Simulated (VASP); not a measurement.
# GaSb3 (Fm-3m) in VASP: settings compared, part 2 of 3

VASP 6.6.1.

### Step 3. Relaxation of cell and atoms, PBE

INCAR reads:

```
  PREC = Accurate
  ENCUT = 600
  EDIFF = 1E-6
  ISMEAR = -1
  SIGMA = 0.05
  LREAL = False
  LASPH = True
  NELM = 60
  ALGO = Normal
  ISIF = 3
  LWAVE = False
  LCHARG = False
  GGA = PE
  IBRION = 2
  NSW = 60
  EDIFFG = -0.01
```

KPOINTS reads:

```
regular mesh
0
Gamma
  6 6 6
```

POSCAR reads:

```
GaSb3
1.0
    0.0000000000      3.7305950000      3.7305950000
    3.7305950000      0.0000000000      3.7305950000
    3.7305950000      3.7305950000      0.0000000000
Sb Ga
3 1
Direct
    0.5000000000      0.5000000000      0.5000000000
    0.7500000000      0.7500000000      0.7500000000
    0.2500000000      0.2500000000      0.2500000000
    0.0000000000      0.0000000000      0.0000000000
```

Potentials or basis: VASP PAW PBE potentials, release 64 (Sb, Ga_d).

Run with:

```bash
> cat potpaw_PBE.64/Sb/POTCAR potpaw_PBE.64/Ga_d/POTCAR > POTCAR
> mpirun -np 1 vasp_std > vasp.out
```

OUTCAR:

```text
PREC = Accurate
   ENCUT = 600
   EDIFF = 1E-6
   ISMEAR = -1
   LREAL = False
   LASPH = True
   NELM = 60
   ISIF = 3
   GGA = PE
   IBRION = 2
   NSW = 60
   EDIFFG = -0.01

 ion  position               nearest neighbor table
   1  0.500  0.500  0.500-   3 3.23   3 3.23   3 3.23   2 3.23   3 3.23   2 3.23   2 3.23   2 3.23

   2  0.750  0.750  0.750-   1 3.23   1 3.23   1 3.23   1 3.23   4 3.23   4 3.23   4 3.23   4 3.23
                             3 3.73   3 3.73   3 3.73   3 3.73   3 3.73   3 3.73
   3  0.250  0.250  0.250-   4 3.23   4 3.23   4 3.23   1 3.23   4 3.23   1 3.23   1 3.23   1 3.23
                             2 3.73   2 3.73   2 3.73   2 3.73   2 3.73   2 3.73
   4  0.000  0.000  0.000-   2 3.23   2 3.23   2 3.23   2 3.23   3 3.23   3 3.23   3 3.23   3 3.23

  LATTYP: Found a face centered cubic cell.
 ALAT       =     7.4611900000

  Lattice vectors:

 A1 = (   0.0000000000,   3.7305950000,   3.7305950000)
 A2 = (   3.7305950000,   0.0000000000,   3.7305950000)
 A3 = (   3.7305950000,   3.7305950000,   0.0000000000)

Analysis of symmetry for initial positions (statically):
=====================================================================
 Subroutine PRICEL returns:
 Original cell was already a primitive cell.

 Routine SETGRP: Setting up the symmetry group for a
 face centered cubic supercell.

 Subroutine GETGRP returns: Found 48 space group operations
 (whereof 48 operations were pure point group operations)
 out of a pool of 48 trial point group operations.

The static configuration has the point symmetry O_h .

Analysis of symmetry for dynamics (positions and initial velocities):
=====================================================================
 Subroutine PRICEL returns:
 Original cell was already a primitive cell.

 Routine SETGRP: Setting up the symmetry group for a
 face centered cubic supercell.

 Subroutine GETGRP returns: Found 48 space group operations
 (whereof 48 operations were pure point group operations)
 out of a pool of 48 trial point group operations.

The dynamic configuration has the point symmetry O_h .

[... 101 lines left out ...]
   POTIM  = 0.5000    time-step for ionic-motion
   TEBEG  =    0.0;   TEEND  =   0.0 temperature during run
   PSTRESS=    0.0 pullay stress
   NELECT =      28.0000    total number of electrons
   NUPDOWN=      -1.0000    fix difference up-down
   EMIN   =  10.00;   EMAX   =-10.00  energy-range for DOS
   EFERMI =   0.00;   METHOD = LEGACY
   ISMEAR =    -1;   SIGMA  =   0.05  broadening in eV -4-tet -1-fermi 0-gaus
   EFERMI_NEDOS =   21; number of points for ismear=-14 and -15
   IALGO  =     38    algorithm
   IMIX   =      4    mixing-type and parameters
     AMIX     =   0.40;   BMIX     =  1.00
     AMIX_MAG =   1.60;   BMIX_MAG =  1.00
  volume/ion in A,a.u.               =      25.96       175.19
  Fermi-wavevector in a.u.,A,eV,Ry     =   1.057644  1.998657 15.219617  1.118610
  Thomas-Fermi vector in A             =   2.192924
   LORBIT       =      0    0 simple, 1 ext, 2 COOP (PROOUT), +10 PAW based schemes
   GGA     = PE    functional components
   LHFCALC =     F    Hartree Fock is set to
   AEXX    =    0.0000 exact exchange contribution
   IVDW    =     0    specifies the selected vdW correction
   LEPSILON=     F    determine dielectric tensor
   LRPA    =     F    only Hartree local field effects (RPA)
 conjugate gradient relaxation of ions
 non-spin polarized calculation
  energy-cutoff  :      600.00
  volume of cell :      103.84
 maximum number of plane-waves:      3490
   NGX = 21   NGY = 21   NGZ = 21

--------------------------------------- Ionic step        1  -------------------------------------------

 number of electron      28.0000008 magnetization

 Free energy of the ion-electron system (eV)
  ---------------------------------------------------
  ext. energy  EPLUGINS =         0.00000000
  ---------------------------------------------------
  free energy    TOTEN  =       -14.45439703 eV

  energy without entropy =      -14.41859995  energy(sigma->0) =      -14.43649849

------------------------ aborting loop because EDIFF is reached ----------------------------------------

  FORCE on cell =-STRESS in cart. coord.  units (eV):
  Direction    XX          YY          ZZ          XY          YZ          ZX
  --------------------------------------------------------------------------------------
  -------------------------------------------------------------------------------------
  Total       -0.4118359     -0.4118359     -0.4118359      0.0000000      0.0000000      0.0000000
  in kB       -6.3543399     -6.3543399     -6.3543399      0.0000000      0.0000000      0.0000000
  external PRESSURE =      -6.3543399 kB  Pullay stress =       0.0000000 kB
[... 63 lines left out ...]
--------------------------------------- Ionic step        3  -------------------------------------------

 number of electron      28.0000010 magnetization

 Free energy of the ion-electron system (eV)
  ---------------------------------------------------
  ext. energy  EPLUGINS =         0.00000000
  ---------------------------------------------------
  free energy    TOTEN  =       -14.45701103 eV

  energy without entropy =      -14.42084318  energy(sigma->0) =      -14.43892711

 E-fermi :   7.7536     XC(G=0): -10.2468

 val. band max:        7.6937373060   @ k =   0.5000   0.3333   0.0000
 cond. band min:       7.7660228171   @ k =   0.5000   0.1667   0.0000
 fundamental gap:      0.0722855111
 Fermi energy:         7.7535787666

 k-point     1 :       0.0000    0.0000    0.0000
  band No.  band energies     occupation
      1      -7.2720      2.00000
      2      -7.2720      2.00000
      3      -7.2720      2.00000
      4      -7.2593      2.00000
      5      -7.2593      2.00000
      6      -4.9109      2.00000
[... 356 lines left out ...]
  FREE ENERGIE OF THE ION-ELECTRON SYSTEM (eV)
  ---------------------------------------------------
  free  energy   TOTEN  =       -14.4570110272 eV

  energy  without entropy=      -14.4208431850  energy(sigma->0) =      -14.43892711

 reached required accuracy - stopping structural energy minimisation
```

CONTCAR:

```text
GaSb3
   1.00000000000000
    -0.0000000000000000    3.7144930573854729    3.7144930573854729
     3.7144930573854729   -0.0000000000000000    3.7144930573854729
     3.7144930573854729    3.7144930573854729   -0.0000000000000000
  Sb              Ga
     3     1
Direct
     0.5000000000000000    0.5000000000000000    0.5000000000000000
     0.7500000000000000    0.7500000000000000    0.7500000000000000
     0.2500000000000000    0.2500000000000000    0.2500000000000000
     0.0000000000000000    0.0000000000000000    0.0000000000000000

  0.00000000E+00  0.00000000E+00  0.00000000E+00
  0.00000000E+00  0.00000000E+00  0.00000000E+00
  0.00000000E+00  0.00000000E+00  0.00000000E+00
  0.00000000E+00  0.00000000E+00  0.00000000E+00
```

Run time: 64 s. Hardware: 1 thread of Intel Xeon 6975P-C (Granite Rapids), shared host; peak memory 0.28 GiB.

Results:

```yaml
Free_energy: -14.4570 eV
Relaxed_volume: 25.63 Å³/atom
Relaxed_cell: a = 5.253 Å, b = 5.253 Å, c = 5.253 Å, α = 60.00°, β = 60.00°, γ = 60.00°
Space_group_after_relaxing_to_0.05_Å: Fm-3m (No. 225)
Energy_gained_by_relaxing: 0.7 meV/atom
Ionic_steps: 3
Pressure_after_relaxing: 0.0 GPa
```

Step by step:
```csv
step,energy change (eV),largest force (eV/Å),pressure (GPa),volume (Å³)
1,0.0000,0.0000,-0.64,103.84
2,-0.0026,0.0000,0.09,102.30
3,-0.0026,0.0000,0.01,102.50
```

Final structure:
```
CELL_PARAMETERS angstrom
0.00000 3.71449 3.71449
3.71449 0.00000 3.71449
3.71449 3.71449 0.00000
ATOMIC_POSITIONS crystal
Sb 0.50000 0.50000 0.50000
Sb 0.75000 0.75000 0.75000
Sb 0.25000 0.25000 0.25000
Ga 0.00000 0.00000 0.00000
```

Levels at points of the mesh, in eV from the Fermi level:
```tsv
k point	band 11	band 12	band 13	band 14	band 15	band 16	band 17	band 18
(0.00, 0.00, 0.00)	-2.72	-2.72	-2.56	-2.56	-2.56	-0.85	-0.85	-0.85
(0.50, 0.00, 0.00)	-3.71	-2.77	-2.77	-0.49	-0.14	1.96	1.96	2.84
(0.50, 0.50, 0.00)	-5.36	0.53	0.86	0.95	0.95	1.77	1.77	1.96
```

Caveat: the bands computed are all filled at some k points, so no gap is given; spin-orbit coupling is left out, which moves the levels of the heavy elements.

### Step 4. Relaxation of cell and atoms, PBEsol

INCAR reads:

```
SYSTEM = GaSb3
PREC = Accurate
ENCUT = 600
EDIFF = 1E-7
ISMEAR = -1
SIGMA = 0.05
LREAL = .FALSE.
LASPH = .TRUE.
NELM = 100
ALGO = Normal
ISIF = 3
LWAVE = .FALSE.
LCHARG = .FALSE.
GGA = PS
IBRION = 2
NSW = 60
EDIFFG = -0.01
```

KPOINTS reads:

```
regular mesh
0
G
  6 6 6
  0 0 0
```

POSCAR is that of step 3.

Run with:

```bash
> cat potpaw_PBE.64/Sb/POTCAR potpaw_PBE.64/Ga_d/POTCAR > POTCAR
> mpirun -np 1 vasp_std > vasp.out
```

It took 1.8 min on 1 thread of Intel Xeon 6975P-C (Granite Rapids), shared host; peak memory 0.26 GiB.

Results (log left out):

* Free energy: -16.3043 eV
* Relaxed volume: 24.24 Å³/atom
* Relaxed cell: a = 5.157 Å, b = 5.157 Å, c = 5.157 Å, α = 60.00°, β = 60.00°, γ = 60.00°
* Space group after relaxing (to 0.05 Å): Fm-3m (No. 225)
* Energy gained by relaxing: 20.0 meV/atom
* Ionic steps: 3
* Pressure after relaxing: 0.0 GPa

Step by step:
| step | energy change (eV) | largest force (eV/Å) | pressure (GPa) | volume (Å³) |
| --- | --- | --- | --- | --- |
| 1 | 0.0000 | 0.0000 | -3.46 | 103.84 |
| 2 | -0.0764 | 0.0000 | 0.88 | 95.65 |
| 3 | -0.0799 | 0.0000 | 0.00 | 96.97 |

Final structure:
```cif
data_structure
_symmetry_space_group_name_H-M 'P 1'
_symmetry_Int_Tables_number 1
_cell_length_a 5.1568
_cell_length_b 5.1568
_cell_length_c 5.1568
_cell_angle_alpha 60.000
_cell_angle_beta 60.000
_cell_angle_gamma 60.000
_cell_volume 96.97
loop_
_atom_site_label
_atom_site_type_symbol
_atom_site_fract_x
_atom_site_fract_y
_atom_site_fract_z
_atom_site_occupancy
Sb1 Sb 0.50000 0.50000 0.50000 1
Sb2 Sb 0.75000 0.75000 0.75000 1
Sb3 Sb 0.25000 0.25000 0.25000 1
Ga1 Ga 0.00000 0.00000 0.00000 1
```

Levels at points of the mesh, in eV from the Fermi level:
| k point | band 10 | band 11 | band 12 | band 13 | band 14 | band 15 | band 16 | band 17 | band 18 |
| --- | --- | --- | --- | --- | --- | --- | --- | --- | --- |
| (0.00, 0.00, 0.00) | -2.90 | -2.90 | -2.90 | -2.72 | -2.72 | -2.72 | -0.96 | -0.96 | -0.96 |
| (0.50, 0.00, 0.00) | -3.94 | -3.94 | -2.98 | -2.98 | -0.37 | -0.03 | 2.03 | 2.03 | 2.87 |
| (0.50, 0.50, 0.00) | -5.69 | -5.69 | 0.73 | 1.03 | 1.03 | 1.09 | 1.86 | 1.86 | 2.13 |

Caveat: the bands computed are all filled at some k points, so no gap is given; the PAW data sets were made with another functional, which shifts forces and pressure a little; spin-orbit coupling is left out, which moves the levels of the heavy elements.

### Step 5. Relaxation of cell and atoms, RPBE

INCAR reads:

```
SYSTEM = GaSb3
  PREC = Accurate
  ENCUT = 600
  EDIFF = 1E-6
  ISMEAR = -1
  SIGMA = 0.05
  LREAL = .FALSE.
  LASPH = .TRUE.
  NELM = 80
  ALGO = Normal
  ISIF = 3
  LWAVE = .FALSE.
  LCHARG = .FALSE.
  GGA = RP
  IBRION = 2
  NSW = 60
  EDIFFG = -0.01
```

KPOINTS is that of step 4.

POSCAR is that of step 4.

Potentials or basis: VASP PAW PBE potentials, release 64 (Sb, Ga_d).

Run with:

```bash
> cat potpaw_PBE.64/Sb/POTCAR potpaw_PBE.64/Ga_d/POTCAR > POTCAR
> mpirun -np 1 vasp_std > vasp.out
```

OUTCAR:

```text
SYSTEM = GaSb3
   PREC = Accurate
   ENCUT = 600
   EDIFF = 1E-6
   ISMEAR = -1
   LREAL = .FALSE.
   LASPH = .TRUE.
   NELM = 80
   ISIF = 3
   GGA = RP
   IBRION = 2
   NSW = 60
   EDIFFG = -0.01

 ion  position               nearest neighbor table
   1  0.500  0.500  0.500-   3 3.23   3 3.23   3 3.23   2 3.23   3 3.23   2 3.23   2 3.23   2 3.23

   2  0.750  0.750  0.750-   1 3.23   1 3.23   1 3.23   1 3.23   4 3.23   4 3.23   4 3.23   4 3.23
                             3 3.73   3 3.73   3 3.73   3 3.73   3 3.73   3 3.73
   3  0.250  0.250  0.250-   4 3.23   4 3.23   4 3.23   1 3.23   4 3.23   1 3.23   1 3.23   1 3.23
                             2 3.73   2 3.73   2 3.73   2 3.73   2 3.73   2 3.73
   4  0.000  0.000  0.000-   2 3.23   2 3.23   2 3.23   2 3.23   3 3.23   3 3.23   3 3.23   3 3.23

  LATTYP: Found a face centered cubic cell.
 ALAT       =     7.4611900000

  Lattice vectors:

 A1 = (   0.0000000000,   3.7305950000,   3.7305950000)
 A2 = (   3.7305950000,   0.0000000000,   3.7305950000)
 A3 = (   3.7305950000,   3.7305950000,   0.0000000000)

Analysis of symmetry for initial positions (statically):
=====================================================================
 Subroutine PRICEL returns:
 Original cell was already a primitive cell.

[... 217 lines left out ...]
 Fermi energy:         7.5315438412

 k-point     1 :       0.0000    0.0000    0.0000
  band No.  band energies     occupation
      1      -7.5120      2.00000
      2      -7.5120      2.00000
      3      -7.5120      2.00000
      4      -7.5009      2.00000
      5      -7.5009      2.00000
      6      -4.9171      2.00000
[... 313 lines left out ...]
      5      -7.5006      2.00000
      6      -2.3739      2.00000
[... 10 lines left out ...]
     17       9.5216      0.00000
     18      10.3989      0.00000

------------------------ aborting loop because EDIFF is reached ----------------------------------------

  FORCE on cell =-STRESS in cart. coord.  units (eV):
  Direction    XX          YY          ZZ          XY          YZ          ZX
  --------------------------------------------------------------------------------------
  -------------------------------------------------------------------------------------
  Total       -0.0181863     -0.0181863     -0.0181863     -0.0000000      0.0000000     -0.0000000
  in kB       -0.2765413     -0.2765413     -0.2765413     -0.0000000      0.0000000     -0.0000000
  external PRESSURE =      -0.2765413 kB  Pullay stress =       0.0000000 kB

 VOLUME and BASIS-vectors are now :
 -----------------------------------------------------------------------------
  energy-cutoff  :      600.00
  volume of cell :      105.36
      direct lattice vectors                 reciprocal lattice vectors
     0.000000000  3.748768684  3.748768684    -0.133377128  0.133377128  0.133377128
     3.748768684 -0.000000000  3.748768684     0.133377128 -0.133377128  0.133377128
     3.748768684  3.748768684 -0.000000000     0.133377128  0.133377128 -0.133377128

 POSITION                                       TOTAL-FORCE (eV/Angst)
 -----------------------------------------------------------------------------------
      3.74877      3.74877      3.74877        -0.000000     -0.000000     -0.000000
      5.62315      5.62315      5.62315         0.000000      0.000000     -0.000000
      1.87438      1.87438      1.87438         0.000000     -0.000000      0.000000
      7.49754      3.74877      3.74877        -0.000000     -0.000000     -0.000000
 -----------------------------------------------------------------------------------
    total drift:                                0.000000      0.000000      0.000000

  FREE ENERGIE OF THE ION-ELECTRON SYSTEM (eV)
  ---------------------------------------------------
  free  energy   TOTEN  =       -12.9709929013 eV

  energy  without entropy=      -12.9358273520  energy(sigma->0) =      -12.95341013

 reached required accuracy - stopping structural energy minimisation
```

It took 47 s on 1 thread of Intel Xeon 6975P-C (Granite Rapids), shared host; peak memory 0.28 GiB.

Results:

```
Free energy                            : -12.9710 eV
Relaxed volume                         : 26.34 Å³/atom
Relaxed cell                           : a = 5.302 Å, b = 5.302 Å, c = 5.302 Å, α = 60.00°, β = 60.00°, γ = 60.00°
Space group after relaxing (to 0.05 Å) : Fm-3m (No. 225)
Energy gained by relaxing              : 0.7 meV/atom
Ionic steps                            : 2
Pressure after relaxing                : 0.0 GPa
```

Step by step:
| step | energy change (eV) | largest force (eV/Å) | pressure (GPa) | volume (Å³) |
| --- | --- | --- | --- | --- |
| 1 | 0.0000 | 0.0000 | 0.62 | 103.84 |
| 2 | -0.0028 | 0.0000 | -0.03 | 105.36 |

Final structure:
```
Sb Ga
1.0
     0.00000    3.74877    3.74877
     3.74877    0.00000    3.74877
     3.74877    3.74877    0.00000
Sb Ga
3 1
Direct
  0.50000 0.50000 0.50000
  0.75000 0.75000 0.75000
  0.25000 0.25000 0.25000
  0.00000 0.00000 0.00000
```

Caveat: the bands computed are all filled at some k points, so no gap is given; the PAW data sets were made with another functional, which shifts forces and pressure a little; spin-orbit coupling is left out, which moves the levels of the heavy elements.

(Continued in part 3 of 3.)
